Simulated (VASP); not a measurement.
# Si16O31 (a cell with a defect) in VASP: a series of runs

The runs below take Si16O31 (a cell with a defect) through single point, with LDA.

Program: VASP 6.6.1. These are calculated values, not measurements. Logs are shortened: lines on timing, memory, paths and dates and some standing lists are left out, and cuts for length are marked.

**1. The cell of the first run**

The cell holds a defect, 47 atoms: a = 9.916 Å, b = 8.741 Å, c = 8.679 Å, α = 90.00°, β = 90.00°, γ = 90.00°.

**2. Single point, LDA**

Input file INCAR:

```
SYSTEM = Si16O31
  PREC = Accurate
  ENCUT = 520
  EDIFF = 1E-7
  ISMEAR = -1
  SIGMA = 0.05
  LREAL = Auto
  LASPH = .TRUE.
  NELM = 60
  ALGO = Normal
  ISIF = 2
  LWAVE = .FALSE.
  LCHARG = .FALSE.
  NBANDS = 154
```

Input file KPOINTS:

```
Automatic mesh
0
G
  1 1 1
  0 0 0
```

Input file POSCAR:

```
Si16O31
1.0
    9.9160140000      0.0000000000      0.0000000000
    0.0000000000      8.7413230000      0.0000000000
    0.0000000000      0.0000000000      8.6786430000
Si O
16 31
Direct
    0.4807597085      0.1633855653      0.1870035442
    0.0106303803      0.8243053140      0.1700915685
    0.2315484831      0.3116269700      0.3249626699
    0.4753727657      0.1785789176      0.8292283713
    0.0286964097      0.8303124138      0.8073886666
    0.2271834227      0.3252482490      0.6843590640
    0.2705789847      0.6655461650      0.3188215024
    0.2837151097      0.6771575653      0.6796966991
    0.9766473706      0.1773909968      0.1805140504
    0.5435376554      0.8080416431      0.1896036051
    0.7219991823      0.3298907957      0.3209111148
    0.9745566112      0.1807984901      0.8185140234
    0.5368314325      0.8257291259      0.8250778376
    0.7233566834      0.3335727326      0.6822838547
    0.7362479521      0.6859139057      0.3046136360
    0.7779161062      0.6821508598      0.6687981059
   -0.0029125614      0.8037086606     -0.0132069034
    0.2681253778      0.4853698919      0.2827338329
    0.2549640410      0.7015737778      0.4994290006
    0.5043969280      0.2074069337      0.0090940485
    0.0714499798      0.2944344924      0.7244241986
    0.4363067660      0.7195964501      0.7260251401
    0.0048850274      0.0076487278      0.7669449014
    0.3246783435      0.1920814504      0.2311937477
    0.1489658042      0.7479121867      0.2286435794
    0.2598834572      0.5007692771      0.7218074300
    0.1834635369      0.7858488927      0.7755824269
    0.0763582020      0.2839411151      0.2791892696
    0.3207368404      0.2178607289      0.7901540598
    0.2535346360      0.2853780829      0.5063055365
    0.0096424834      0.0017002003      0.2191673283
    0.4171019726      0.7234224156      0.2677426644
    0.5309186736      0.7824842990      0.0051811095
    0.7320966872      0.5047580326      0.2637635861
    0.7360037007      0.7021609887      0.4907559857
    0.9994559306      0.2044311828     -0.0004271405
    0.5707835830      0.2861553108      0.7248390100
    0.9339490646      0.7248322708      0.6995288319
    0.4997982052      0.0011285477      0.7928638152
    0.8239609182      0.2216178260      0.2257866812
    0.7495152790      0.5099005036      0.7263329071
    0.6891750052      0.7987102181      0.7693276472
    0.5698034513      0.2746808464      0.2925924018
    0.8207394624      0.2225865581      0.7790876984
    0.7534730185      0.3134978538      0.5015836001
    0.5270570413     -0.0100471061      0.2211496659
    0.8804126335      0.7465090811      0.2454041490
```

Potentials or basis: VASP PAW LDA potentials, release 64 (Si, O).

Started as:

```bash
cat potpaw_LDA.64/Si/POTCAR potpaw_LDA.64/O/POTCAR > POTCAR
mpirun -np 1 vasp_gam > vasp.out
```

OUTCAR:

```text
SYSTEM = Si16O31
   PREC = Accurate
   ENCUT = 520
   EDIFF = 1E-7
   ISMEAR = -1
   LREAL = Auto
   LASPH = .TRUE.
   NELM = 60
   ISIF = 2

 ion  position               nearest neighbor table
   1  0.481  0.163  0.187-  43 1.60  20 1.61  46 1.61  24 1.61  11 3.03   3 3.04   4 3.11
   2  0.011  0.824  0.170-  47 1.60  17 1.61  25 1.61  31 1.61   9 3.11
   3  0.232  0.312  0.325-  18 1.60  30 1.61  28 1.61  24 1.61   1 3.04   9 3.06   7 3.12   6 3.12

   4  0.475  0.179  0.829-  39 1.60  20 1.61  29 1.61  37 1.61   6 3.05  14 3.08   1 3.11  13 3.14

   5  0.029  0.830  0.807-  17 1.61  23 1.61  27 1.61  38 1.62  16 3.05   8 3.07  12 3.11
   6  0.227  0.325  0.684-  26 1.60  30 1.61  21 1.61  29 1.61  12 3.04   4 3.05   3 3.12   8 3.13

   7  0.271  0.666  0.319-  32 1.60  18 1.61  19 1.61  25 1.61   3 3.12   8 3.14
   8  0.284  0.677  0.680-  26 1.60  19 1.60  27 1.61  22 1.61   5 3.07  13 3.09   6 3.13   7 3.14

   9  0.977  0.177  0.181-  36 1.60  31 1.61  28 1.61  40 1.61   3 3.06  11 3.10   2 3.11  12 3.14

  10  0.544  0.808  0.190-  32 1.61  33 1.62  46 1.62  15 2.41
  11  0.722  0.330  0.321-  43 1.60  45 1.61  34 1.61  40 1.61   1 3.03   9 3.10  15 3.12  14 3.14

  12  0.975  0.181  0.819-  36 1.60  21 1.61  44 1.61  23 1.61   6 3.04  14 3.06   5 3.11   9 3.14

  13  0.537  0.826  0.825-  39 1.60  42 1.60  33 1.61  22 1.61  16 3.02   8 3.09   4 3.14
  14  0.723  0.334  0.682-  45 1.61  44 1.61  41 1.61  37 1.61  12 3.06   4 3.08  16 3.10  11 3.14

  15  0.736  0.686  0.305-  47 1.61  35 1.62  34 1.62  10 2.41  11 3.12
  16  0.778  0.682  0.669-  42 1.60  35 1.61  41 1.61  38 1.61  13 3.02   5 3.05  14 3.10
  17  0.997  0.804  0.987-   5 1.61   2 1.61
  18  0.268  0.485  0.283-   3 1.60   7 1.61
  19  0.255  0.702  0.499-   8 1.60   7 1.61
  20  0.504  0.207  0.009-   4 1.61   1 1.61
  21  0.071  0.294  0.724-  12 1.61   6 1.61
  22  0.436  0.720  0.726-   8 1.61  13 1.61
[... 23 lines left out ...]
  46  0.527  0.990  0.221-   1 1.61  10 1.62
  47  0.880  0.747  0.245-   2 1.60  15 1.61

  LATTYP: Found a simple orthorhombic cell.
 ALAT       =     8.6786430000
 B/A-ratio  =     1.0072223273
 C/A-ratio  =     1.1425765526

  Lattice vectors:

 A1 = (   0.0000000000,   0.0000000000,  -8.6786430000)
 A2 = (   0.0000000000,   8.7413230000,   0.0000000000)
 A3 = (   9.9160140000,   0.0000000000,   0.0000000000)

Analysis of symmetry for initial positions (statically):
=====================================================================
 Subroutine PRICEL returns:
 Original cell was already a primitive cell.

 Routine SETGRP: Setting up the symmetry group for a
 simple orthorhombic supercell.

 Subroutine GETGRP returns: Found  1 space group operations
 (whereof  1 operations were pure point group operations)
 out of a pool of  8 trial point group operations.

The static configuration has the point symmetry C_1 .

Analysis of symmetry for dynamics (positions and initial velocities):
=====================================================================
 Subroutine PRICEL returns:
 Original cell was already a primitive cell.

 Routine SETGRP: Setting up the symmetry group for a
 simple orthorhombic supercell.

 Subroutine GETGRP returns: Found  1 space group operations
 (whereof  1 operations were pure point group operations)
 out of a pool of  8 trial point group operations.

The dynamic configuration has the point symmetry C_1 .

 Subroutine INISYM returns: Found  1 space group operations
 (whereof  1 operations are pure point group operations),
 and found     1 'primitive' translations

----------------------------------------------------------------------------------------

                                     Primitive cell

  volume of cell :     752.2568

  direct lattice vectors                    reciprocal lattice vectors
     9.916014000  0.000000000  0.000000000     0.100846973  0.000000000  0.000000000
     0.000000000  8.741323000  0.000000000     0.000000000  0.114399159  0.000000000
     0.000000000  0.000000000  8.678643000     0.000000000  0.000000000  0.115225387

  length of vectors
     9.916014000  8.741323000  8.678643000     0.100846973  0.114399159  0.115225387

  position of ions in fractional coordinates (direct lattice)
     0.480759709  0.163385565  0.187003544
     0.010630380  0.824305314  0.170091568
     0.231548483  0.311626970  0.324962670
     0.475372766  0.178578918  0.829228371
     0.028696410  0.830312414  0.807388667
     0.227183423  0.325248249  0.684359064
[... 39 lines left out ...]
     0.527057041  0.989952894  0.221149666
     0.880412634  0.746509081  0.245404149

  ion indices of the primitive-cell ions
   primitive index   ion index
                 1           1
                 2           2
                 3           3
                 4           4
                 5           5
                 6           6
[... 39 lines left out ...]
                46          46
                47          47

----------------------------------------------------------------------------------------

 KPOINTS: Automatic mesh

Automatic generation of k-mesh.
 Grid dimensions read from file:
 generate k-points for:    1    1    1

 Generating k-lattice:

  Cartesian coordinates                     Fractional coordinates (reciprocal lattice)
     0.100846973  0.000000000  0.000000000     1.000000000  0.000000000  0.000000000
     0.000000000  0.114399159  0.000000000     0.000000000  1.000000000  0.000000000
     0.000000000  0.000000000  0.115225387     0.000000000  0.000000000  1.000000000

  Length of vectors
     0.100846973  0.114399159  0.115225387

  Shift w.r.t. Gamma in fractional coordinates (k-lattice)
     0.000000000  0.000000000  0.000000000

 Subroutine IBZKPT returns following result:
 ===========================================

 Found      1 irreducible k-points:

 Following reciprocal coordinates:
            Coordinates               Weight
  0.000000  0.000000  0.000000      1.000000
   k-points           NKPTS =      1   k-points in BZ     NKDIM =      1   number of bands    NBANDS=    154
   number of dos      NEDOS =    301   number of ions     NIONS =     47
   total plane-waves  NPLWV = 392000
   dimension x,y,z NGX =    80 NGY =   70 NGZ =   70
   dimension x,y,z NGXF=   160 NGYF=  140 NGZF=  140
   ions per type =              16  31
   NGX,Y,Z   is equivalent  to a cutoff of  13.41, 13.31, 13.41 a.u.
   NGXF,Y,Z  is equivalent  to a cutoff of  26.82, 26.63, 26.82 a.u.
 SYSTEM =  Si16O31
   PREC   = accura    normal or accurate (medium, high low for compatibility)
   ISTART =      0    job   : 0-new  1-cont  2-samecut
   ICHARG =      2    charge: 1-file 2-atom 10-const
   ISPIN  =      1    spin polarized calculation?
   LNONCOLLINEAR =      F non collinear calculations
   LSORBIT =      F    spin-orbit coupling
   LASPH  =      T    aspherical Exc in radial PAW
   ENCUT  =  520.0 eV  38.22 Ry    6.18 a.u.  18.44 16.25 16.14*2*pi/ulx,y,z
   NELM   =     60;   NELMIN=  2; NELMDL= -5     # of ELM steps
   EDIFF  = 0.1E-06   stopping-criterion for ELM
   LREAL  =      T    real-space projection
   EDIFFG = 0.1E-05   stopping-criterion for IOM
   NSW    =      0    number of steps for IOM
   IBRION =     -1    ionic relax: 0-MD 1-quasi-New 2-CG
   NFREE  =      0    steps in history (QN), initial steepest desc. (CG)
   ISIF   =      2    stress and relaxation
   ISYM   =      2    0-nonsym 1-usesym 2-fastsym
   POTIM  = 0.5000    time-step for ionic-motion
   TEBEG  =    0.0;   TEEND  =   0.0 temperature during run
   PSTRESS=    0.0 pullay stress
   NELECT =     250.0000    total number of electrons
   NUPDOWN=      -1.0000    fix difference up-down
   EMIN   =  10.00;   EMAX   =-10.00  energy-range for DOS
   EFERMI =   0.00;   METHOD = LEGACY
   ISMEAR =    -1;   SIGMA  =   0.05  broadening in eV -4-tet -1-fermi 0-gaus
   EFERMI_NEDOS =   21; number of points for ismear=-14 and -15
   IALGO  =     38    algorithm
   IMIX   =      4    mixing-type and parameters
     AMIX     =   0.40;   BMIX     =  1.00
     AMIX_MAG =   1.60;   BMIX_MAG =  1.00
  volume/ion in A,a.u.               =      16.01       108.01
  Fermi-wavevector in a.u.,A,eV,Ry     =   1.133965  2.142882 17.495398  1.285875
  Thomas-Fermi vector in A             =   2.270668
   LORBIT       =      0    0 simple, 1 ext, 2 COOP (PROOUT), +10 PAW based schemes
   GGA     = CA    functional components
   LHFCALC =     F    Hartree Fock is set to
   AEXX    =    0.0000 exact exchange contribution
   IVDW    =     0    specifies the selected vdW correction
   LEPSILON=     F    determine dielectric tensor
   LRPA    =     F    only Hartree local field effects (RPA)
 non-spin polarized calculation
  energy-cutoff  :      520.00
  volume of cell :      752.26
 maximum number of plane-waves:     10133
 NGX is ok and might be reduce to    80
   NGX = 37   NGY = 33   NGZ = 33

 number of electron     249.9999994 magnetization

 Free energy of the ion-electron system (eV)
  ---------------------------------------------------
  ext. energy  EPLUGINS =         0.00000000
  ---------------------------------------------------
  free energy    TOTEN  =      -403.96838133 eV

  energy without entropy =     -403.96838133  energy(sigma->0) =     -403.96838133

 E-fermi :   0.5724     XC(G=0):  -8.3295

 val. band max:       -0.6544232452   @ k =   0.0000   0.0000   0.0000
 cond. band min:       4.7908946833   @ k =   0.0000   0.0000   0.0000
 fundamental gap:      5.4453179285
 Fermi energy:         0.5724499486

 k-point     1 :       0.0000    0.0000    0.0000
  band No.  band energies     occupation
      1     -20.0198      2.00000
      2     -19.6107      2.00000
      3     -19.5977      2.00000
      4     -19.5816      2.00000
      5     -19.4772      2.00000
      6     -19.1435      2.00000
[... 129 lines left out ...]
    136       7.6792      0.00000
    137       7.8355      0.00000
 [bands above 137 left out]

------------------------ aborting loop because EDIFF is reached ----------------------------------------

  FORCE on cell =-STRESS in cart. coord.  units (eV):
  Direction    XX          YY          ZZ          XY          YZ          ZX
  --------------------------------------------------------------------------------------
  -------------------------------------------------------------------------------------
  Total       -2.1117417      0.3854738     -0.3572771      3.9273795      0.5959891     -3.2936114
  in kB       -4.4976458      0.8209928     -0.7609387      8.3646413      1.2693541     -7.0148245
  external PRESSURE =      -1.4791972 kB  Pullay stress =       0.0000000 kB

 VOLUME and BASIS-vectors are now :
 -----------------------------------------------------------------------------
  energy-cutoff  :      520.00
  volume of cell :      752.26
      direct lattice vectors                 reciprocal lattice vectors
     9.916014000  0.000000000  0.000000000     0.100846973  0.000000000  0.000000000
     0.000000000  8.741323000  0.000000000     0.000000000  0.114399159  0.000000000
     0.000000000  0.000000000  8.678643000     0.000000000  0.000000000  0.115225387

 POSITION                                       TOTAL-FORCE (eV/Angst)
 -----------------------------------------------------------------------------------
      4.76722      1.42821      1.62294         0.001987     -0.017347      0.017467
      0.10541      7.20552      1.47616         0.019477     -0.019507      0.013809
      2.29604      2.72403      2.82024         0.001631     -0.019229     -0.004420
      4.71380      1.56102      7.19658        -0.004438      0.007525     -0.008344
      0.28455      7.25803      7.00704         0.009203     -0.001067     -0.017292
      2.25275      2.84310      5.93931        -0.007835     -0.003120      0.019898
[... 39 lines left out ...]
      5.22631      8.65350      1.91928         0.057901     -0.000124     -0.005123
      8.73018      6.52548      2.12977         0.027850     -0.007289     -0.002115
 -----------------------------------------------------------------------------------
    total drift:                                0.012999     -0.007943      0.008108

  FREE ENERGIE OF THE ION-ELECTRON SYSTEM (eV)
  ---------------------------------------------------
  free  energy   TOTEN  =      -403.9683813335 eV

  energy  without entropy=     -403.9683813334  energy(sigma->0) =     -403.96838133
```

Wall time 5 min (1 thread of Intel Xeon Platinum 8488C (Sapphire Rapids), shared host); peak memory 0.5 GiB.

What came out:

```yaml
Free_energy: -403.9684 eV
Pressure: -0.1 GPa
Largest_force: 0.183 eV/Å
Band_gap_on_the_k_mesh: 5.45 eV
```

Forces on the atoms (eV/Å):
```
Si   0.002 -0.017  0.017
Si   0.019 -0.020  0.014
Si   0.002 -0.019 -0.004
Si  -0.004  0.008 -0.008
Si   0.009 -0.001 -0.017
Si  -0.008 -0.003  0.020
Si  -0.005 -0.002 -0.017
Si   0.014  0.000  0.019
Si  -0.010  0.005  0.017
Si   0.123 -0.064  0.059
Si   0.001  0.001 -0.013
Si  -0.015  0.010 -0.011
Si   0.014 -0.001 -0.001
Si  -0.015 -0.001  0.013
Si  -0.047  0.058 -0.070
Si   0.012  0.006 -0.009
O   -0.009 -0.009 -0.002
O   -0.007 -0.019  0.004
O   -0.021 -0.023  0.007
O    0.010  0.007 -0.002
O   -0.002  0.010 -0.010
O    0.015  0.003  0.002
O   -0.008  0.003  0.002
O   -0.008 -0.037  0.000
O    0.016  0.003 -0.010
O    0.007  0.000  0.018
O    0.008  0.008  0.013
O   -0.010 -0.007  0.015
O   -0.013 -0.012  0.018
O    0.014 -0.001  0.016
O   -0.006 -0.008 -0.008
O   -0.162  0.069 -0.050
O    0.030 -0.006  0.013
O   -0.021 -0.001 -0.012
O   -0.019  0.008 -0.025
O    0.010  0.007 -0.001
O   -0.007  0.004 -0.007
O    0.010 -0.008 -0.031
O   -0.004 -0.004  0.011
O   -0.006  0.010 -0.001
O   -0.007  0.008  0.001
O    0.022  0.026 -0.004
O   -0.014  0.009  0.021
O   -0.006  0.001  0.010
O    0.012  0.008  0.011
O    0.058  0.000 -0.005
O    0.028 -0.007 -0.002
```

Caveat: the k points lie up to 0.72 Å⁻¹ apart.

(Part 1 of 2 ends here.)
